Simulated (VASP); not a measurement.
# MgO (Fm-3m) in VASP: a series of runs

MgO is run at these levels: r2SCAN; tasks: single point, relaxation of cell and atoms.

Everything below comes from runs of VASP 6.6.1. Logs are shortened: lines on timing, memory, paths and dates and some standing lists are left out, and cuts for length are marked.

**Measured values to compare with.**

From “Electronic structure of alkaline earth and post-transition metal oxides”, 2009, arxiv:0908.1581, for a bulk crystal of MgO: band gap 7.83 eV.

The results are compared with them further down.

## (1) The cell of the first run

The structure is cubic, space group Fm-3m (No. 225). Conventional cell: a = 4.204 Å, b = 4.204 Å, c = 4.204 Å, α = 90.00°, β = 90.00°, γ = 90.00°. Within 2.8 Å of Mg (site symmetry m-3m) lie 6 O at 2.10 Å. O (site symmetry m-3m) has 6 Mg at 2.10 Å within 2.8 Å.

## (2) Single point, r2SCAN

Contents of POSCAR:

```
MgO
1.0
    0.0000000000      2.1021086852      2.1021086852
    2.1021086852      0.0000000000      2.1021086852
    2.1021086852      2.1021086852      0.0000000000
Mg O
1 1
Direct
    0.0000000000      0.0000000000      0.0000000000
    0.5000000000      0.5000000000      0.5000000000
```

Contents of INCAR.step1:

```
SYSTEM = MgO
ALGO     = Normal         ! electronic algorithm
EDIFF    = 1E-5           ! SCF threshold, eV
ENCUT    = 660            ! plane-wave cutoff, eV
GGA      = PE             ! functional
GGA_COMPAT= .FALSE.      
ISMEAR   = 0              ! smearing method
LASPH    = .TRUE.         ! aspherical terms in the spheres
LCHARG   = .FALSE.        ! write CHGCAR
LREAL    = .FALSE.        ! projectors in reciprocal space
LWAVE    = .TRUE.         ! write WAVECAR
NBANDS   = 15             ! bands
NELM     = 120            ! most SCF steps
PREC     = Accurate       ! precision mode
SIGMA    = 0.02           ! smearing width, eV
```

Contents of INCAR.step2:

```
SYSTEM = MgO
ALGO     = Normal         ! electronic algorithm
EDIFF    = 1E-6           ! SCF threshold, eV
ENCUT    = 660            ! plane-wave cutoff, eV
GGA_COMPAT= .FALSE.      
ISIF     = 2              ! what is computed and relaxed
ISMEAR   = 0              ! smearing method
ISTART   = 1            
LASPH    = .TRUE.         ! aspherical terms in the spheres
LCHARG   = .FALSE.        ! write CHGCAR
LMIXTAU  = .TRUE.       
LREAL    = .FALSE.        ! projectors in reciprocal space
LWAVE    = .FALSE.        ! write WAVECAR
METAGGA  = R2SCAN         ! meta-GGA
NBANDS   = 15             ! bands
NELM     = 120            ! most SCF steps
PREC     = Accurate       ! precision mode
SIGMA    = 0.02           ! smearing width, eV
```

Contents of KPOINTS:

```
k-points
0
G
  10 10 10
  0 0 0
```

Potentials or basis: VASP PAW PBE potentials, release 64 (Mg_sv, O).

Started as:

```bash
cat potpaw_PBE.64/Mg_sv/POTCAR potpaw_PBE.64/O/POTCAR > POTCAR
cp INCAR.step1 INCAR
mpirun -np 1 vasp_std > vasp.out
cp INCAR.step2 INCAR
mpirun -np 1 vasp_std > vasp.out
```

OUTCAR:

```text
SYSTEM = MgO
   EDIFF = 1E-6
   ENCUT = 660
   ISIF = 2
   ISMEAR = 0
   ISTART = 1
   LASPH = .TRUE.
   LREAL = .FALSE.
   METAGGA = R2SCAN
   NELM = 120
   PREC = Accurate

 ion  position               nearest neighbor table
   1  0.000  0.000  0.000-   2 2.10   2 2.10   2 2.10   2 2.10   2 2.10   2 2.10
   2  0.500  0.500  0.500-   1 2.10   1 2.10   1 2.10   1 2.10   1 2.10   1 2.10

  LATTYP: Found a face centered cubic cell.
 ALAT       =     4.2042173704

  Lattice vectors:

 A1 = (   0.0000000000,   2.1021086852,   2.1021086852)
 A2 = (   2.1021086852,   0.0000000000,   2.1021086852)
 A3 = (   2.1021086852,   2.1021086852,   0.0000000000)

Analysis of symmetry for initial positions (statically):
=====================================================================
 Subroutine PRICEL returns:
 Original cell was already a primitive cell.

 Routine SETGRP: Setting up the symmetry group for a
 face centered cubic supercell.

 Subroutine GETGRP returns: Found 48 space group operations
 (whereof 48 operations were pure point group operations)
 out of a pool of 48 trial point group operations.

The static configuration has the point symmetry O_h .

Analysis of symmetry for dynamics (positions and initial velocities):
=====================================================================
 Subroutine PRICEL returns:
 Original cell was already a primitive cell.

 Routine SETGRP: Setting up the symmetry group for a
 face centered cubic supercell.

 Subroutine GETGRP returns: Found 48 space group operations
 (whereof 48 operations were pure point group operations)
 out of a pool of 48 trial point group operations.

The dynamic configuration has the point symmetry O_h .

 Subroutine INISYM returns: Found 48 space group operations
 (whereof 48 operations are pure point group operations),
 and found     1 'primitive' translations

----------------------------------------------------------------------------------------

                                     Primitive cell

  volume of cell :      18.5779

  direct lattice vectors                    reciprocal lattice vectors
     0.000000000  2.102108685  2.102108685    -0.237856398  0.237856398  0.237856398
     2.102108685  0.000000000  2.102108685     0.237856398 -0.237856398  0.237856398
     2.102108685  2.102108685  0.000000000     0.237856398  0.237856398 -0.237856398

  length of vectors
     2.972830612  2.972830612  2.972830612     0.411979366  0.411979366  0.411979366

  position of ions in fractional coordinates (direct lattice)
     0.000000000  0.000000000  0.000000000
     0.500000000  0.500000000  0.500000000

  ion indices of the primitive-cell ions
   primitive index   ion index
                 1           1
                 2           2

----------------------------------------------------------------------------------------

 KPOINTS: k-points

Automatic generation of k-mesh.
 Grid dimensions read from file:
 generate k-points for:   10   10   10

 Generating k-lattice:

  Cartesian coordinates                     Fractional coordinates (reciprocal lattice)
    -0.023785640  0.023785640  0.023785640     0.100000000  0.000000000  0.000000000
     0.023785640 -0.023785640  0.023785640     0.000000000  0.100000000  0.000000000
     0.023785640  0.023785640 -0.023785640     0.000000000  0.000000000  0.100000000

  Length of vectors
     0.041197937  0.041197937  0.041197937

  Shift w.r.t. Gamma in fractional coordinates (k-lattice)
     0.000000000  0.000000000  0.000000000

 Subroutine IBZKPT returns following result:
 ===========================================

 Found     47 irreducible k-points:

 Following reciprocal coordinates:
            Coordinates               Weight
  0.000000  0.000000  0.000000      1.000000
  0.100000  0.000000  0.000000      8.000000
  0.200000  0.000000  0.000000      8.000000
  0.300000  0.000000  0.000000      8.000000
  0.400000  0.000000  0.000000      8.000000
  0.500000  0.000000  0.000000      4.000000
[... 16 lines left out ...]
  0.300000  0.300000  0.000000      6.000000
  0.400000  0.300000  0.000000     24.000000
 [... further k-points ...]
   k-points           NKPTS =     47   k-points in BZ     NKDIM =     47   number of bands    NBANDS=     15
   number of dos      NEDOS =    301   number of ions     NIONS =      2
   total plane-waves  NPLWV =  21952
   dimension x,y,z NGX =    28 NGY =   28 NGZ =   28
   dimension x,y,z NGXF=    56 NGYF=   56 NGZF=   56
   ions per type =               1   1
   NGX,Y,Z   is equivalent  to a cutoff of  15.66, 15.66, 15.66 a.u.
   NGXF,Y,Z  is equivalent  to a cutoff of  31.32, 31.32, 31.32 a.u.
 SYSTEM =  MgO
   PREC   = accura    normal or accurate (medium, high low for compatibility)
   ISTART =      1    job   : 0-new  1-cont  2-samecut
   ICHARG =      0    charge: 1-file 2-atom 10-const
   ISPIN  =      1    spin polarized calculation?
   LNONCOLLINEAR =      F non collinear calculations
   LSORBIT =      F    spin-orbit coupling
   LASPH  =      T    aspherical Exc in radial PAW
   ENCUT  =  660.0 eV  48.51 Ry    6.96 a.u.   6.23  6.23  6.23*2*pi/ulx,y,z
   NELM   =    120;   NELMIN=  2; NELMDL=  0     # of ELM steps
   EDIFF  = 0.1E-05   stopping-criterion for ELM
   LREAL  =      F    real-space projection
   EDIFFG = 0.1E-04   stopping-criterion for IOM
   NSW    =      0    number of steps for IOM
   IBRION =     -1    ionic relax: 0-MD 1-quasi-New 2-CG
   NFREE  =      0    steps in history (QN), initial steepest desc. (CG)
   ISIF   =      2    stress and relaxation
   ISYM   =      2    0-nonsym 1-usesym 2-fastsym
   POTIM  = 0.5000    time-step for ionic-motion
   TEBEG  =    0.0;   TEEND  =   0.0 temperature during run
   PSTRESS=    0.0 pullay stress
   NELECT =      16.0000    total number of electrons
   NUPDOWN=      -1.0000    fix difference up-down
   EMIN   =  10.00;   EMAX   =-10.00  energy-range for DOS
   EFERMI =   0.00;   METHOD = LEGACY
   ISMEAR =     0;   SIGMA  =   0.02  broadening in eV -4-tet -1-fermi 0-gaus
   EFERMI_NEDOS =   21; number of points for ismear=-14 and -15
   IALGO  =     38    algorithm
   IMIX   =      4    mixing-type and parameters
     AMIX     =   0.40;   BMIX     =  1.00
     AMIX_MAG =   1.60;   BMIX_MAG =  1.00
  volume/ion in A,a.u.               =       9.29        62.68
  Fermi-wavevector in a.u.,A,eV,Ry     =   1.557577  2.943395 33.008382  2.426048
  Thomas-Fermi vector in A             =   2.661207
   LORBIT       =      0    0 simple, 1 ext, 2 COOP (PROOUT), +10 PAW based schemes
   METAGGA = R2SCAN    functional components
   LHFCALC =     F    Hartree Fock is set to
   AEXX    =    0.0000 exact exchange contribution
   IVDW    =     0    specifies the selected vdW correction
   LEPSILON=     F    determine dielectric tensor
   LRPA    =     F    only Hartree local field effects (RPA)
 non-spin polarized calculation
 Gauss-broadening in eV      SIGMA  =   0.02
  energy-cutoff  :      660.00
  volume of cell :       18.58
 maximum number of plane-waves:       728
 NGX is ok and might be reduce to    28
   NGX = 13   NGY = 13   NGZ = 13

 number of electron      15.9999994 magnetization

 Free energy of the ion-electron system (eV)
  ---------------------------------------------------
  ext. energy  EPLUGINS =         0.00000000
  ---------------------------------------------------
  free energy    TOTEN  =       -16.17316835 eV

  energy without entropy =      -16.17316835  energy(sigma->0) =      -16.17316835

 E-fermi :   2.8369     XC(G=0): -12.0711

 val. band max:        2.5490389429   @ k =   0.0000   0.0000   0.0000
 cond. band min:       8.2619795287   @ k =   0.0000   0.0000   0.0000
 fundamental gap:      5.7129405858
 Fermi energy:         2.8369034917

 k-point     1 :       0.0000    0.0000    0.0000
  band No.  band energies     occupation
      1     -72.4015      2.00000
      2     -37.4939      2.00000
      3     -37.4939      2.00000
      4     -37.4939      2.00000
      5     -15.6666      2.00000
      6       2.5490      2.00000
      7       2.5490      2.00000
      8       2.5490      2.00000
      9       8.2620      0.00000
     10      19.4420      0.00000
     11      19.4420      0.00000
     12      19.4420      0.00000
     13      23.5664      0.00000
     14      25.4001      0.00000
     15      25.4001      0.00000

 k-point     2 :       0.1000    0.0000    0.0000
  band No.  band energies     occupation
      1     -72.4007      2.00000
      2     -37.5019      2.00000
      3     -37.4946      2.00000
      4     -37.4946      2.00000
      5     -15.5589      2.00000
      6       1.9235      2.00000
      7       2.4789      2.00000
      8       2.4789      2.00000
      9       8.8738      0.00000
     10      18.1931      0.00000
     11      19.6981      0.00000
     12      19.6981      0.00000
     13      24.7159      0.00000
     14      24.7159      0.00000
     15      25.2868      0.00000

 k-point     3 :       0.2000    0.0000    0.0000
  band No.  band energies     occupation
      1     -72.3986      2.00000
      2     -37.5241      2.00000
      3     -37.4967      2.00000
      4     -37.4967      2.00000
      5     -15.2643      2.00000
      6       0.6077      2.00000
      7       2.3007      2.00000
      8       2.3007      2.00000
      9      10.0820      0.00000
     10      16.6848      0.00000
     11      20.2317      0.00000
     12      20.2317      0.00000
     13      24.0286      0.00000
     14      24.0286      0.00000
     15      26.4912      0.00000
[... 343 lines left out ...]
 k-point    23 :       0.3000    0.3000    0.0000
  band No.  band energies     occupation
      1     -72.3942      2.00000
      2     -37.5435      2.00000
      3     -37.5124      2.00000
      4     -37.5124      2.00000
      5     -14.6854      2.00000
      6      -0.5971      2.00000
      7       1.5953      2.00000
      8       1.5953      2.00000
      9      12.5009      0.00000
     10      13.9504      0.00000
     11      18.3213      0.00000
     12      21.8780      0.00000
     13      21.8780      0.00000
     14      28.1572      0.00000
     15      31.7266      0.00000

 k-point    24 :       0.4000    0.3000    0.0000
  band No.  band energies     occupation
      1     -72.3925      2.00000
      2     -37.5539      2.00000
      3     -37.5179      2.00000
      4     -37.5155      2.00000
      5     -14.4476      2.00000
      6      -1.0290      2.00000
      7       1.2300      2.00000
      8       1.4438      2.00000
      9      13.2344      0.00000
     10      13.7379      0.00000
     11      17.4645      0.00000
     12      22.1720      0.00000
     13      22.3912      0.00000
     14      28.9633      0.00000
     15      31.2241      0.00000

 [... further k-points ...]
[... 5 lines left out ...]
  --------------------------------------------------------------------------------------
  -------------------------------------------------------------------------------------
  Total       -0.0180387     -0.0180387     -0.0180387      0.0000000     -0.0000000      0.0000000
  in kB       -1.5556762     -1.5556762     -1.5556762      0.0000000     -0.0000000      0.0000000
  external PRESSURE =      -1.5556762 kB  Pullay stress =       0.0000000 kB

 VOLUME and BASIS-vectors are now :
 -----------------------------------------------------------------------------
  energy-cutoff  :      660.00
  volume of cell :       18.58
      direct lattice vectors                 reciprocal lattice vectors
     0.000000000  2.102108685  2.102108685    -0.237856398  0.237856398  0.237856398
     2.102108685  0.000000000  2.102108685     0.237856398 -0.237856398  0.237856398
     2.102108685  2.102108685  0.000000000     0.237856398  0.237856398 -0.237856398

 POSITION                                       TOTAL-FORCE (eV/Angst)
 -----------------------------------------------------------------------------------
      0.00000      0.00000      0.00000        -0.000000      0.000000      0.000000
      2.10211      2.10211      2.10211         0.000000     -0.000000     -0.000000
 -----------------------------------------------------------------------------------
    total drift:                                0.000000      0.000000      0.000000

  FREE ENERGIE OF THE ION-ELECTRON SYSTEM (eV)
  ---------------------------------------------------
  free  energy   TOTEN  =       -16.1731683456 eV

  energy  without entropy=      -16.1731683456  energy(sigma->0) =      -16.17316835
```

Wall time 67 s (1 thread of Intel Xeon Platinum 8488C (Sapphire Rapids), shared host); peak memory 0.16 GiB.

Results:

- Free energy: -16.1732 eV
- Pressure: -0.2 GPa
- Band gap on the k mesh: 5.71 eV, direct

Caveat: the PAW data sets were made with another functional, which shifts forces and pressure a little.

## (3) Single point, r2SCAN

Contents of POSCAR:

```
MgO
1.0
    0.0000000000      2.1021086855      2.1021086855
    2.1021086855      0.0000000000      2.1021086855
    2.1021086855      2.1021086855      0.0000000000
Mg O
1 1
Direct
    0.0000000000      0.0000000000      0.0000000000
    0.5000000000      0.5000000000      0.5000000000
```

Contents of INCAR.step1:

```
PREC = Accurate ; ENCUT = 660
ISMEAR = 0 ; SIGMA = 0.02
LREAL = F ; LASPH = T
NELM = 120 ; NBANDS = 15
GGA = PE ; ALGO = Normal
EDIFF = 1E-5 ; LWAVE = T
LCHARG = F ; GGA_COMPAT = F
```

Contents of INCAR.step2:

```
PREC = Accurate ; ENCUT = 660
EDIFF = 1E-6 ; ISMEAR = 0
SIGMA = 0.02 ; LREAL = F
LASPH = T ; NELM = 120
ALGO = Normal ; ISIF = 2
LWAVE = F ; LCHARG = T
METAGGA = R2SCAN ; LMIXTAU = T
LELF = T ; LVHAR = T
NBANDS = 15 ; ISTART = 1
GGA_COMPAT = F
```

Contents of KPOINTS:

```
Automatic mesh
0
Gamma
  10 10 10
```

Potentials or basis: VASP PAW PBE potentials, release 64 (Mg_sv, O).

Started as:

```bash
cat potpaw_PBE.64/Mg_sv/POTCAR potpaw_PBE.64/O/POTCAR > POTCAR
cp INCAR.step1 INCAR
mpirun -np 1 vasp_std > vasp.out
cp INCAR.step2 INCAR
mpirun -np 1 vasp_std > vasp.out
```

It took 85 s on 1 thread of Intel Xeon Platinum 8259CL at 2.50GHz (Skylake/Cascade Lake), shared host; peak memory 0.17 GiB.

Results (log left out):

```
Free energy            : -16.1732 eV
Pressure               : -0.2 GPa
Band gap on the k mesh : 5.71 eV, direct
```

Levels at points of the mesh, in eV from the valence-band top:
```
           k point  band 4  band 5  band 6  band 7  band 8  band 9  band 10  band 11  band 12  band 13
(0.00, 0.00, 0.00)  -40.04  -18.22    0.00    0.00    0.00    5.71    16.89    16.89    16.89    21.02
(0.50, 0.00, 0.00)  -40.05  -16.93   -4.62   -0.68   -0.68    8.87    13.92    17.57    17.57    22.61
(0.50, 0.50, 0.00)  -40.07  -16.72   -4.10   -1.37   -1.37   10.05    11.24    14.38    20.55    20.55
```

Caveat: the PAW data sets were made with another functional, which shifts forces and pressure a little.

## (4) Relaxation of cell and atoms, r2SCAN

This run uses another cell than the first one, of 9.73 Å³/atom, 1.048 times its volume.

Contents of POSCAR:

```
MgO
1.0
    0.0000000000      2.1351500000      2.1351500000
    2.1351500000      0.0000000000      2.1351500000
    2.1351500000      2.1351500000      0.0000000000
Mg O
1 1
Direct
    0.0000000000      0.0000000000      0.0000000000
    0.5000000000      0.5000000000      0.5000000000
```

Contents of INCAR.step1:

```
PREC = Accurate
ENCUT = 660
ISMEAR = 0
SIGMA = 0.02
LREAL = F
LASPH = T
NELM = 120
GGA = PE
ALGO = Normal
EDIFF = 1E-5
LWAVE = T
LCHARG = F
GGA_COMPAT = F
IBRION = 2
ISIF = 3
EDIFFG = -0.005
NELMIN = 4
NSW = 100
```

Contents of INCAR.step2:

```
PREC = Accurate
ENCUT = 660
EDIFF = 1E-7
ISMEAR = 0
SIGMA = 0.02
LREAL = F
LASPH = T
NELM = 120
ALGO = Normal
ISIF = 3
LWAVE = F
LCHARG = F
METAGGA = R2SCAN
LMIXTAU = T
IBRION = 2
NSW = 100
EDIFFG = -0.005
ISTART = 1
GGA_COMPAT = F
NELMIN = 4
```

Contents of KPOINTS:

```
regular mesh
0
Gamma
  10 10 10
```

Started as:

```bash
cat potpaw_PBE.64/Mg_sv/POTCAR potpaw_PBE.64/O/POTCAR > POTCAR
cp INCAR.step1 INCAR
mpirun -np 1 vasp_std > vasp.out
cp INCAR.step2 INCAR
mpirun -np 1 vasp_std > vasp.out
```

It took 3.3 min on 1 thread of Intel Xeon 6975P-C (Granite Rapids), shared host; peak memory 0.17 GiB.

It converged, with:

```yaml
Free_energy: -16.1791 eV
Relaxed_volume: 9.28 Å³/atom
Relaxed_cell: a = 2.971 Å, b = 2.971 Å, c = 2.971 Å, α = 60.00°, β = 60.00°, γ = 60.00°
Space_group_after_relaxing_to_0.05_Å: Fm-3m (No. 225)
Energy_gained_by_relaxing: 10.3 meV/atom
Ionic_steps: 4
Pressure_after_relaxing: 0.0 GPa
Band_gap_on_the_k_mesh: 5.73 eV, direct
```

Step by step:
```tsv
step	energy change (eV)	largest force (eV/Å)	pressure (GPa)	volume (Å³)
1	0.0000	0.0000	-7.20	19.47
2	-0.0179	0.0000	2.60	18.26
3	-0.0205	0.0000	-0.13	18.57
4	-0.0205	0.0000	0.03	18.55
```

Final structure:
```yaml
crystal:
  lattice:
    - [0.00000, 2.10112, 2.10112]
    - [2.10112, 0.00000, 2.10112]
    - [2.10112, 2.10112, 0.00000]
  atoms:
    - { symbol: Mg, position: [0.00000, 0.00000, 0.00000] }
    - { symbol: O, position: [0.50000, 0.50000, 0.50000] }
```

Levels at points of the mesh, in eV from the valence-band top:
| k point | band 6 | band 7 | band 8 | band 9 | band 10 | band 11 |
| --- | --- | --- | --- | --- | --- | --- |
| (0.00, 0.00, 0.00) | 0.00 | 0.00 | 0.00 | 5.73 | 16.90 | 16.90 |
| (0.50, 0.00, 0.00) | -4.63 | -0.68 | -0.68 | 8.88 | 13.93 | 17.58 |
| (0.50, 0.50, 0.00) | -4.10 | -1.38 | -1.38 | 10.05 | 11.25 | 14.39 |

Caveat: the PAW data sets were made with another functional, which shifts forces and pressure a little. r2SCAN opens gaps a little over a GGA but as a rule still falls short of measured ones.

## (5) How close it comes

Step 2. Against the measured gap of MgO, 7.83 eV (quoted in “Electronic structure of alkaline earth and post-transition metal oxides”, 2009, arxiv:0908.1581), the calculated 5.71 eV is off by -2.12 eV. The value is that of r2SCAN, without temperature or zero-point motion.

Step 3. A measured gap of MgO is 7.83 eV (quoted in “Electronic structure of alkaline earth and post-transition metal oxides”, 2009, arxiv:0908.1581); the calculated 5.71 eV misses it by -2.12 eV. The value is that of r2SCAN, without temperature or zero-point motion.
